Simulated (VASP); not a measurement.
# Pd (P-1) in VASP: relaxation of cell and atoms with PBE

Aim: the relaxation of cell and atoms of Pd with PBE.

Program: VASP 6.6.1. These are calculated values, not measurements. Logs are shortened: lines on timing, memory, paths and dates and some standing lists are left out, and cuts for length are marked.

## Step 1: The cell of the first run

The typed cell holds 2 atoms: a = 3.479 Å, b = 3.982 Å, c = 3.528 Å, α = 101.07°, β = 108.46°, γ = 114.78°.

The cell was generated, and may not be a known phase.

## Step 2: Relaxation of cell and atoms, PBE

File INCAR:

```
  PREC = Accurate
  ENCUT = 630
  EDIFF = 1E-7
  ISMEAR = 0
  SIGMA = 0.1
  LREAL = F
  LASPH = T
  NELM = 120
  ALGO = Normal
  ISIF = 3
  LWAVE = F
  LCHARG = F
  GGA = PE
  IBRION = 2
  NSW = 90
  EDIFFG = -0.04
  GGA_COMPAT = F
  NELMIN = 4
```

File KPOINTS:

```
Automatic mesh
0
Gamma
  6 6 6
```

File POSCAR:

```
Pd
1.0
    3.4785748648      0.0000000000      0.0000000000
   -1.6689136189      3.6153712210      0.0000000000
   -1.1170863617     -1.2616979802      3.0998467544
Pd
2
Direct
    0.6869183481      0.4176152640      0.3257562422
    0.7171026751      0.8762178092      0.4601068208
```

Potentials or basis: VASP PAW PBE potentials, release 64 (Pd_sv_GW).

Command:

```console
$ cat potpaw_PBE.64/Pd_sv_GW/POTCAR > POTCAR
$ mpirun -np 1 vasp_std > vasp.out
```

OUTCAR:

```text
PREC = Accurate
   ENCUT = 630
   EDIFF = 1E-7
   ISMEAR = 0
   LREAL = F
   LASPH = T
   NELM = 120
   ISIF = 3
   GGA = PE
   IBRION = 2
   NSW = 90
   EDIFFG = -0.04
   NELMIN = 4

 ion  position               nearest neighbor table
   1  0.687  0.418  0.326-   2 1.75   2 2.33
   2  0.717  0.876  0.460-   1 1.75   1 2.33

  LATTYP: Found a triclinic cell.
 ALAT       =     3.5282876347
 B/A-ratio  =     1.1609149742
 C/A-ratio  =     1.1458793167
 COS(alpha) =     0.0173917722
 COS(beta)  =     0.4614882017
 COS(gamma) =     0.5925087673

  Lattice vectors:

 A1 = (   1.1170863617,   1.2616979802,  -3.0998467544)
 A2 = (  -2.3614885031,   1.2616979802,  -3.0998467544)
 A3 = (   1.8096612459,   3.6153712210,   0.0000000000)

Analysis of symmetry for initial positions (statically):
=====================================================================
 Subroutine PRICEL returns:
 Original cell was already a primitive cell.

 Routine SETGRP: Setting up the symmetry group for a
 triclinic supercell.

 Subroutine GETGRP returns: Found  2 space group operations
 (whereof  1 operations were pure point group operations)
 out of a pool of  2 trial point group operations.

The static configuration has the point symmetry C_1 .
 The point group associated with its full space group is S_2 .

Analysis of symmetry for dynamics (positions and initial velocities):
=====================================================================
 Subroutine PRICEL returns:
 Original cell was already a primitive cell.

 Routine SETGRP: Setting up the symmetry group for a
 triclinic supercell.

 Subroutine GETGRP returns: Found  2 space group operations
 (whereof  1 operations were pure point group operations)
 out of a pool of  2 trial point group operations.

The dynamic configuration has the point symmetry C_1 .
 The point group associated with its full space group is S_2 .

 Subroutine INISYM returns: Found  2 space group operations
 (whereof  1 operations are pure point group operations),
 and found     1 'primitive' translations

----------------------------------------------------------------------------------------

                                     Primitive cell

[... 78 lines left out ...]
   NGX,Y,Z   is equivalent  to a cutoff of  13.38, 15.03, 14.14 a.u.
   NGXF,Y,Z  is equivalent  to a cutoff of  26.76, 30.06, 28.27 a.u.
 SYSTEM =  unknown system
   PREC   = accura    normal or accurate (medium, high low for compatibility)
   ISTART =      0    job   : 0-new  1-cont  2-samecut
   ICHARG =      2    charge: 1-file 2-atom 10-const
   ISPIN  =      1    spin polarized calculation?
   LNONCOLLINEAR =      F non collinear calculations
   LSORBIT =      F    spin-orbit coupling
   LASPH  =      T    aspherical Exc in radial PAW
   ENCUT  =  630.0 eV  46.30 Ry    6.80 a.u.   7.12  8.15  7.22*2*pi/ulx,y,z
   NELM   =    120;   NELMIN=  4; NELMDL= -5     # of ELM steps
   EDIFF  = 0.1E-06   stopping-criterion for ELM
   LREAL  =      F    real-space projection
   EDIFFG = -.4E-01   stopping-criterion for IOM
   NSW    =     90    number of steps for IOM
   IBRION =      2    ionic relax: 0-MD 1-quasi-New 2-CG
   NFREE  =      1    steps in history (QN), initial steepest desc. (CG)
   ISIF   =      3    stress and relaxation
   ISYM   =      2    0-nonsym 1-usesym 2-fastsym
   POTIM  = 0.5000    time-step for ionic-motion
   TEBEG  =    0.0;   TEEND  =   0.0 temperature during run
   PSTRESS=    0.0 pullay stress
   NELECT =      36.0000    total number of electrons
   NUPDOWN=      -1.0000    fix difference up-down
   EMIN   =  10.00;   EMAX   =-10.00  energy-range for DOS
   EFERMI =   0.00;   METHOD = LEGACY
   ISMEAR =     0;   SIGMA  =   0.10  broadening in eV -4-tet -1-fermi 0-gaus
   EFERMI_NEDOS =   21; number of points for ismear=-14 and -15
   IALGO  =     38    algorithm
   IMIX   =      4    mixing-type and parameters
     AMIX     =   0.40;   BMIX     =  1.00
     AMIX_MAG =   1.60;   BMIX_MAG =  1.00
  volume/ion in A,a.u.               =      19.49       131.54
  Fermi-wavevector in a.u.,A,eV,Ry     =   1.594205  3.012611 34.579066  2.541490
  Thomas-Fermi vector in A             =   2.692316
   LORBIT       =      0    0 simple, 1 ext, 2 COOP (PROOUT), +10 PAW based schemes
   GGA     = PE    functional components
   LHFCALC =     F    Hartree Fock is set to
   AEXX    =    0.0000 exact exchange contribution
   IVDW    =     0    specifies the selected vdW correction
   LEPSILON=     F    determine dielectric tensor
   LRPA    =     F    only Hartree local field effects (RPA)
 conjugate gradient relaxation of ions
 non-spin polarized calculation
 Gauss-broadening in eV      SIGMA  =   0.10
  energy-cutoff  :      630.00
  volume of cell :       38.98
 maximum number of plane-waves:      1414
   NGX = 15   NGY = 17   NGZ = 15

--------------------------------------- Ionic step        1  -------------------------------------------

 number of electron      35.9999999 magnetization

 Free energy of the ion-electron system (eV)
  ---------------------------------------------------
  ext. energy  EPLUGINS =         0.00000000
  ---------------------------------------------------
  free energy    TOTEN  =         2.75809128 eV

  energy without entropy =        2.77062459  energy(sigma->0) =        2.76435794

------------------------ aborting loop because EDIFF is reached ----------------------------------------

  FORCE on cell =-STRESS in cart. coord.  units (eV):
  Direction    XX          YY          ZZ          XY          YZ          ZX
  --------------------------------------------------------------------------------------
  -------------------------------------------------------------------------------------
  Total       12.0641979     51.0903289      0.5990828    -29.5324764     12.5209473     -7.1825119
  in kB      495.8091768   2099.6881903     24.6208450  -1213.7129109    514.5804629   -295.1837607
  external PRESSURE =     873.3727374 kB  Pullay stress =       0.0000000 kB
[... 1308 lines left out ...]
     21      11.6528      0.00000
     22      12.0766      0.00000

 [... further k-points ...]

[... ionic steps 4 to 55 ...]

--------------------------------------- Ionic step       56  -------------------------------------------

 number of electron      36.0000007 magnetization

------------------------ aborting loop because EDIFF is reached ----------------------------------------
[... 67 lines left out ...]
--------------------------------------- Ionic step       58  -------------------------------------------

 number of electron      36.0000007 magnetization

 Free energy of the ion-electron system (eV)
  ---------------------------------------------------
  ext. energy  EPLUGINS =         0.00000000
  ---------------------------------------------------
  free energy    TOTEN  =        -7.48284827 eV

  energy without entropy =       -7.46027253  energy(sigma->0) =       -7.47156040

 E-fermi :   8.0006     XC(G=0): -13.3389

 val. band max:        7.9986608165   @ k =   0.0000   0.1667   0.5000
 cond. band min:       8.0089908470   @ k =   0.0000   0.0000   0.0000
 fundamental gap:      0.0103300305
 Fermi energy:         8.0005636582
[... 629 lines left out ...]
  FREE ENERGIE OF THE ION-ELECTRON SYSTEM (eV)
  ---------------------------------------------------
  free  energy   TOTEN  =        -7.4828482653 eV

  energy  without entropy=       -7.4602725261  energy(sigma->0) =       -7.47156040

 reached required accuracy - stopping structural energy minimisation
```

OSZICAR:

```text
N       E                     dE             d eps       ncg     rms          rms(c)
DAV:   1     0.950648896243E+03    0.95065E+03   -0.24369E+04  4976   0.238E+03
DAV:   2     0.113482339604E+03   -0.83717E+03   -0.80816E+03  4928   0.112E+03
DAV:   3     0.583984226577E+01   -0.10764E+03   -0.10463E+03  8094   0.379E+02
[... 662 lines left out ...]
DAV:   8    -0.747963408779E+01   -0.76339E-06   -0.30552E-07  5726   0.831E-03    0.164E-03
DAV:   9    -0.747963436038E+01   -0.27260E-06   -0.31212E-08  3958   0.673E-03    0.474E-04
DAV:  10    -0.747963434517E+01    0.15219E-07   -0.22552E-08  3736   0.242E-03
  54 F= -.74796343E+01 E0= -.74682568E+01  d E =-.410321E-02
       N       E                     dE             d eps       ncg     rms          rms(c)
DAV:   1    -0.748766202175E+01   -0.80277E-02   -0.46240E-01  8372   0.173E+01    0.124E+00
DAV:   2    -0.748038906022E+01    0.72730E-02
```

Wall time 46 min (1 thread of Intel Xeon 6975P-C (Granite Rapids), shared host); peak memory 0.33 GiB.

What came out:

* Free energy: -7.4828 eV
* Relaxed volume: 15.16 Å³/atom
* Relaxed cell: a = 2.796 Å, b = 4.763 Å, c = 2.795 Å, α = 90.24°, β = 120.09°, γ = 106.79°
* Space group after relaxing (to 0.1 Å): Fm-3m (No. 225)
* Pressure after relaxing: -0.2 GPa
* Largest force after relaxing: 0.026 eV/Å
* Band gap on the k mesh: zero (bands 18 and 19 overlap by 1.38 eV)

Forces in eV/Å, atoms in the order of the input:
```
Pd  -0.012 -0.021 -0.009
Pd   0.012  0.021  0.009
```

Final structure:
```
Pd
1.0
     2.76496   -0.05932   -0.41015
    -1.13818    4.50278    1.05755
    -1.07394   -0.85543    2.43407
Pd
2
Cartesian
  0.7685 3.8755 1.0090
  0.7970 1.1948 1.6962
```

Caveat: the volume moved by over 15 % at a fixed basis, so the end points are rough.
